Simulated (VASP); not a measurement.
# Ti3Al (P6_3/mmc) in VASP: electric field gradients with r2SCAN

Aim: the electric field gradients of Ti3Al with r2SCAN.

Everything below comes from runs of VASP 6.6.1. Logs are shortened: lines on timing, memory, paths and dates and some standing lists are left out, and cuts for length are marked.

### Step 1. The cell of the first run

It takes space group P6_3/mmc (No. 194, hexagonal). Conventional cell: a = 5.764 Å, b = 5.764 Å, c = 4.664 Å, α = 90.00°, β = 90.00°, γ = 120.00°. Within 3.7 Å of Ti (site symmetry mm2) lie 8 Ti at 2.83 to 2.94 Å and 4 Al at 2.85 to 2.88 Å. Within 3.8 Å of Al (site symmetry -6m2) lie 12 Ti at 2.85 to 2.88 Å.

### Step 2. Electric field gradients, r2SCAN

POSCAR reads:

```
Ti3Al
1.0
    5.7639998149      0.0000000000      0.0000000000
   -2.8819999075      4.9917702671      0.0000000000
    0.0000000000      0.0000000000      4.6640000000
Ti Al
6 2
Direct
    0.8301870636      0.1698129364      0.2500000000
    0.6603741271      0.8301870636      0.7500000000
    0.8301870636      0.6603741271      0.2500000000
    0.1698129364      0.8301870636      0.7500000000
    0.3396258729      0.1698129364      0.2500000000
    0.1698129364      0.3396258729      0.7500000000
    0.3333333333      0.6666666667      0.2500000000
    0.6666666667      0.3333333333      0.7500000000
```

INCAR.step1 reads:

```
PREC = Accurate ; ENCUT = 520
ISMEAR = -1 ; SIGMA = 0.05
LREAL = False ; LASPH = True
NELM = 60 ; NBANDS = 49
GGA = PE ; ALGO = Normal
EDIFF = 1E-4 ; LWAVE = True
LCHARG = False
```

INCAR.step2 reads:

```
PREC = Accurate ; ENCUT = 520
EDIFF = 1E-8 ; ISMEAR = -1
SIGMA = 0.05 ; LREAL = False
LASPH = True ; NELM = 60
ALGO = Normal ; ISIF = 2
LWAVE = False ; LCHARG = False
METAGGA = R2SCAN ; LMIXTAU = True
LEFG = True ; NBANDS = 49
ISTART = 1
```

KPOINTS reads:

```
regular mesh
0
Gamma
  7 7 7
```

Potentials or basis: VASP PAW PBE potentials, release 64 (Ti_sv, Al).

Launch:

```console
$ cat potpaw_PBE.64/Ti_sv/POTCAR potpaw_PBE.64/Al/POTCAR > POTCAR
$ cp INCAR.step1 INCAR
$ mpirun -np 1 vasp_std > vasp.out
$ cp INCAR.step2 INCAR
$ mpirun -np 1 vasp_std > vasp.out
```

OUTCAR:

```text
PREC = Accurate
   ENCUT = 520
   EDIFF = 1E-8
   ISMEAR = -1
   LREAL = False
   LASPH = True
   NELM = 60
   ISIF = 2
   METAGGA = R2SCAN
   ISTART = 1

 ion  position               nearest neighbor table
   1  0.830  0.170  0.250-   5 2.83   3 2.83   8 2.85   8 2.85   7 2.88   7 2.88   6 2.88   6 2.88
                             2 2.88   2 2.88
   2  0.660  0.830  0.750-   6 2.83   4 2.83   7 2.85   7 2.85   8 2.88   8 2.88   1 2.88   1 2.88
                             3 2.88   3 2.88
   3  0.830  0.660  0.250-   5 2.83   1 2.83   8 2.85   8 2.85   7 2.88   7 2.88   4 2.88   4 2.88
                             2 2.88   2 2.88
   4  0.170  0.830  0.750-   2 2.83   6 2.83   7 2.85   7 2.85   8 2.88   8 2.88   3 2.88   3 2.88
                             5 2.88   5 2.88
   5  0.340  0.170  0.250-   3 2.83   1 2.83   8 2.85   8 2.85   7 2.88   7 2.88   4 2.88   4 2.88
                             6 2.88   6 2.88
   6  0.170  0.340  0.750-   2 2.83   4 2.83   7 2.85   7 2.85   8 2.88   8 2.88   1 2.88   1 2.88
                             5 2.88   5 2.88
   7  0.333  0.667  0.250-   2 2.85   2 2.85   6 2.85   6 2.85   4 2.85   4 2.85   3 2.88   5 2.88
                             1 2.88   1 2.88   3 2.88   5 2.88
   8  0.667  0.333  0.750-   5 2.85   5 2.85   3 2.85   3 2.85   1 2.85   1 2.85   6 2.88   2 2.88
                             4 2.88   4 2.88   6 2.88   2 2.88

  LATTYP: Found a hexagonal cell.
 ALAT       =     5.7639998149
 C/A-ratio  =     0.8091603313

  Lattice vectors:

 A1 = (   5.7639998149,   0.0000000000,   0.0000000000)
 A2 = (  -2.8819999075,   4.9917702671,   0.0000000000)
 A3 = (   0.0000000000,   0.0000000000,   4.6640000000)

Analysis of symmetry for initial positions (statically):
=====================================================================
 Subroutine PRICEL returns:
 Original cell was already a primitive cell.

 Routine SETGRP: Setting up the symmetry group for a
 hexagonal supercell.

 Subroutine GETGRP returns: Found 24 space group operations
 (whereof 12 operations were pure point group operations)
 out of a pool of 24 trial point group operations.

The static configuration has the point symmetry D_3d.
 The point group associated with its full space group is D_6h.

Analysis of symmetry for dynamics (positions and initial velocities):
=====================================================================
 Subroutine PRICEL returns:
 Original cell was already a primitive cell.

 Routine SETGRP: Setting up the symmetry group for a
 hexagonal supercell.

 Subroutine GETGRP returns: Found 24 space group operations
 (whereof 12 operations were pure point group operations)
 out of a pool of 24 trial point group operations.

The dynamic configuration has the point symmetry D_3d.
 The point group associated with its full space group is D_6h.

 Subroutine INISYM returns: Found 24 space group operations
 (whereof 12 operations are pure point group operations),
 and found     1 'primitive' translations

----------------------------------------------------------------------------------------

                                     Primitive cell

  volume of cell :     134.1952

  direct lattice vectors                    reciprocal lattice vectors
     5.763999815  0.000000000  0.000000000     0.173490637  0.100164866  0.000000000
    -2.881999908  4.991770267  0.000000000     0.000000000  0.200329732  0.000000000
     0.000000000  0.000000000  4.664000000     0.000000000  0.000000000  0.214408233

  length of vectors
     5.763999815  5.763999815  4.664000000     0.200329732  0.200329732  0.214408233

  position of ions in fractional coordinates (direct lattice)
     0.830187064  0.169812936  0.250000000
     0.660374127  0.830187064  0.750000000
     0.830187064  0.660374127  0.250000000
     0.169812936  0.830187064  0.750000000
     0.339625873  0.169812936  0.250000000
     0.169812936  0.339625873  0.750000000
     0.333333333  0.666666667  0.250000000
     0.666666667  0.333333333  0.750000000

  ion indices of the primitive-cell ions
   primitive index   ion index
                 1           1
                 2           2
                 3           3
                 4           4
                 5           5
                 6           6
                 7           7
                 8           8

----------------------------------------------------------------------------------------

 KPOINTS: regular mesh

Automatic generation of k-mesh.
 Grid dimensions read from file:
 generate k-points for:    7    7    7

 Generating k-lattice:

  Cartesian coordinates                     Fractional coordinates (reciprocal lattice)
     0.024784377  0.014309267  0.000000000     0.142857143 -0.000000000  0.000000000
[... 38 lines left out ...]
  0.428571  0.142857  0.285714     12.000000
  0.285714  0.285714  0.285714     12.000000
 [... further k-points ...]
   k-points           NKPTS =     32   k-points in BZ     NKDIM =     32   number of bands    NBANDS=     49
   number of dos      NEDOS =    301   number of ions     NIONS =      8
   total plane-waves  NPLWV =  82944
   dimension x,y,z NGX =    48 NGY =   48 NGZ =   36
   dimension x,y,z NGXF=    96 NGYF=   96 NGZF=   72
   ions per type =               6   2
   NGX,Y,Z   is equivalent  to a cutoff of  13.84, 13.84, 12.83 a.u.
   NGXF,Y,Z  is equivalent  to a cutoff of  27.69, 27.69, 25.66 a.u.
 SYSTEM =  unknown system
   PREC   = accura    normal or accurate (medium, high low for compatibility)
   ISTART =      1    job   : 0-new  1-cont  2-samecut
   ICHARG =      0    charge: 1-file 2-atom 10-const
   ISPIN  =      1    spin polarized calculation?
   LNONCOLLINEAR =      F non collinear calculations
   LSORBIT =      F    spin-orbit coupling
   LASPH  =      T    aspherical Exc in radial PAW
   ENCUT  =  520.0 eV  38.22 Ry    6.18 a.u.  10.72 10.72  8.67*2*pi/ulx,y,z
   NELM   =     60;   NELMIN=  2; NELMDL=  0     # of ELM steps
   EDIFF  = 0.1E-07   stopping-criterion for ELM
   LREAL  =      F    real-space projection
   EDIFFG = 0.1E-06   stopping-criterion for IOM
   NSW    =      0    number of steps for IOM
   IBRION =     -1    ionic relax: 0-MD 1-quasi-New 2-CG
   NFREE  =      0    steps in history (QN), initial steepest desc. (CG)
   ISIF   =      2    stress and relaxation
   ISYM   =      2    0-nonsym 1-usesym 2-fastsym
   POTIM  = 0.5000    time-step for ionic-motion
   TEBEG  =    0.0;   TEEND  =   0.0 temperature during run
   PSTRESS=    0.0 pullay stress
   NELECT =      78.0000    total number of electrons
   NUPDOWN=      -1.0000    fix difference up-down
   EMIN   =  10.00;   EMAX   =-10.00  energy-range for DOS
   EFERMI =   0.00;   METHOD = LEGACY
   ISMEAR =    -1;   SIGMA  =   0.05  broadening in eV -4-tet -1-fermi 0-gaus
   EFERMI_NEDOS =   21; number of points for ismear=-14 and -15
   IALGO  =     38    algorithm
   IMIX   =      4    mixing-type and parameters
     AMIX     =   0.40;   BMIX     =  1.00
     AMIX_MAG =   1.60;   BMIX_MAG =  1.00
  volume/ion in A,a.u.               =      16.77       113.20
  Fermi-wavevector in a.u.,A,eV,Ry     =   1.366241  2.581821 25.396834  1.866615
  Thomas-Fermi vector in A             =   2.492399
   LORBIT       =      0    0 simple, 1 ext, 2 COOP (PROOUT), +10 PAW based schemes
   METAGGA = R2SCAN    functional components
   LHFCALC =     F    Hartree Fock is set to
   AEXX    =    0.0000 exact exchange contribution
   IVDW    =     0    specifies the selected vdW correction
   LEPSILON=     F    determine dielectric tensor
   LRPA    =     F    only Hartree local field effects (RPA)
 non-spin polarized calculation
  energy-cutoff  :      520.00
  volume of cell :      134.20
 maximum number of plane-waves:      3641
 NGX is ok and might be reduce to    48
   NGX = 21   NGY = 21   NGZ = 17

 number of electron      78.0000012 magnetization

 Free energy of the ion-electron system (eV)
  ---------------------------------------------------
  ext. energy  EPLUGINS =         0.00000000
  ---------------------------------------------------
  free energy    TOTEN  =       -93.65295017 eV

  energy without entropy =      -93.61702233  energy(sigma->0) =      -93.63498625

 E-fermi :   8.1952     XC(G=0): -12.1323

 val. band max:        8.1835728472   @ k =   0.2857   0.2857   0.4286
 cond. band min:       8.1995685575   @ k =   0.2857   0.1429   0.4286
 fundamental gap:      0.0159957104
 Fermi energy:         8.1951725581

 k-point     1 :       0.0000    0.0000    0.0000
  band No.  band energies     occupation
      1     -50.7986      2.00000
      2     -50.7038      2.00000
      3     -50.7016      2.00000
      4     -50.7016      2.00000
      5     -50.6562      2.00000
      6     -50.6562      2.00000
[... 1237 lines left out ...]
     48       9.9205      0.00000
     49      10.0172      0.00000

 [... further k-points ...]
[... 5 lines left out ...]
  --------------------------------------------------------------------------------------
  -------------------------------------------------------------------------------------
  Total       -0.8517507     -0.8517507     -1.5498141      0.0000000     -0.0000000      0.0000000
  in kB      -10.1691814    -10.1691814    -18.5034669      0.0000000     -0.0000000      0.0000000
  external PRESSURE =     -12.9472766 kB  Pullay stress =       0.0000000 kB

 VOLUME and BASIS-vectors are now :
 -----------------------------------------------------------------------------
  energy-cutoff  :      520.00
  volume of cell :      134.20
      direct lattice vectors                 reciprocal lattice vectors
     5.763999815  0.000000000  0.000000000     0.173490637  0.100164866  0.000000000
    -2.881999908  4.991770267  0.000000000     0.000000000  0.200329732  0.000000000
     0.000000000  0.000000000  4.664000000     0.000000000  0.000000000  0.214408233

 POSITION                                       TOTAL-FORCE (eV/Angst)
 -----------------------------------------------------------------------------------
      4.29580      0.84767      1.16600        -0.041867      0.024172     -0.000000
      1.41380      4.14410      3.49800        -0.041867     -0.024172      0.000000
      2.88200      3.29644      1.16600         0.000000     -0.048344      0.000000
     -1.41380      4.14410      3.49800         0.041867     -0.024172     -0.000000
      1.46820      0.84767      1.16600         0.041867      0.024172     -0.000000
     -0.00000      1.69533      3.49800        -0.000000      0.048344     -0.000000
     -0.00000      3.32785      1.16600        -0.000000     -0.000000     -0.000000
      2.88200      1.66392      3.49800        -0.000000      0.000000     -0.000000
 -----------------------------------------------------------------------------------
    total drift:                                0.000000     -0.000000      0.000000

  FREE ENERGIE OF THE ION-ELECTRON SYSTEM (eV)
  ---------------------------------------------------
  free  energy   TOTEN  =       -93.6529501748 eV

  energy  without entropy=      -93.6170223313  energy(sigma->0) =      -93.63498625

 Electric field gradients (V/A^2)
---------------------------------------------------------------------
 ion       V_xx      V_yy      V_zz      V_xy      V_xz      V_yz
---------------------------------------------------------------------
   1     -11.475     2.641     8.834    12.225     0.000    -0.000
   2     -11.476     2.641     8.834   -12.226     0.000    -0.000
   3       9.700   -18.534     8.834    -0.000    -0.000     0.000
   4     -11.475     2.641     8.834    12.225    -0.000     0.000
   5     -11.476     2.641     8.834   -12.226    -0.000     0.000
   6       9.700   -18.534     8.834    -0.000     0.000    -0.000
   7      -0.311    -0.312     0.623    -0.000     0.000    -0.000
   8      -0.311    -0.312     0.623    -0.000    -0.000     0.000
---------------------------------------------------------------------

 Electric field gradients after diagonalization (V/A^2)
 (convention: |V_zz| > |V_xx| > |V_yy|)
----------------------------------------------------------------------
 ion       V_xx      V_yy      V_zz     asymmetry (V_yy - V_xx)/ V_zz
----------------------------------------------------------------------
   1       9.699     8.834   -18.534       0.047
   2       9.700     8.834   -18.534       0.047
   3       9.700     8.834   -18.534       0.047
   4       9.699     8.834   -18.534       0.047
   5       9.700     8.834   -18.534       0.047
   6       9.700     8.834   -18.534       0.047
   7      -0.312    -0.311     0.623       0.001
   8      -0.312    -0.311     0.623       0.001
----------------------------------------------------------------------

           NMR quadrupolar parameters

 Cq : quadrupolar parameter    Cq=e*Q*V_zz/h
 eta: asymmetry parameters     (V_yy - V_xx)/ V_zz
 Q  : nuclear electric quadrupole moment in mb (millibarn)
----------------------------------------------------------------------
 ion       Cq(MHz)       eta       Q (mb)
----------------------------------------------------------------------
   1      -0.045       0.047       1.000
   2      -0.045       0.047       1.000
   3      -0.045       0.047       1.000
   4      -0.045       0.047       1.000
   5      -0.045       0.047       1.000
   6      -0.045       0.047       1.000
   7       0.002       0.001       1.000
   8       0.002       0.001       1.000
----------------------------------------------------------------------
```

Run time: 25 min. Hardware: 1 thread of Oxide Virtual Turin-like, shared host; peak memory 0.36 GiB.

What came out:

```yaml
Free_energy: -93.6530 eV
Pressure: -1.3 GPa
Largest_force: 0.048 eV/Å
Band_gap_on_the_k_mesh: zero (bands 39 and 40 overlap by 0.19 eV)
Largest_electric_field_gradient_by_atom: Ti -18.5; Al +0.6 V/Å²
```

Forces in eV/Å, atoms in the order of the input:
```
Ti  -0.042  0.024  0.000
Ti  -0.042 -0.024  0.000
Ti   0.000 -0.048  0.000
Ti   0.042 -0.024  0.000
Ti   0.042  0.024  0.000
Ti   0.000  0.048  0.000
Al   0.000  0.000  0.000
Al   0.000  0.000  0.000
```

Electric field gradients, principal values (V/Å²):
| atom | least | middle | greatest (by size) |
| --- | --- | --- | --- |
| 1 Ti | 8.834 | 9.699 | -18.534 |
| 2 Ti | 8.834 | 9.700 | -18.534 |
| 3 Ti | 8.834 | 9.700 | -18.534 |
| 4 Ti | 8.834 | 9.699 | -18.534 |
| 5 Ti | 8.834 | 9.700 | -18.534 |
| 6 Ti | 8.834 | 9.700 | -18.534 |
| 7 Al | -0.311 | -0.312 | 0.623 |
| 8 Al | -0.311 | -0.312 | 0.623 |

Caveat: without QUAD_EFG the Cq values of the log hold for a quadrupole moment of 1 mb, not for the nuclei; the PAW data sets were made with another functional, which shifts forces and pressure a little.
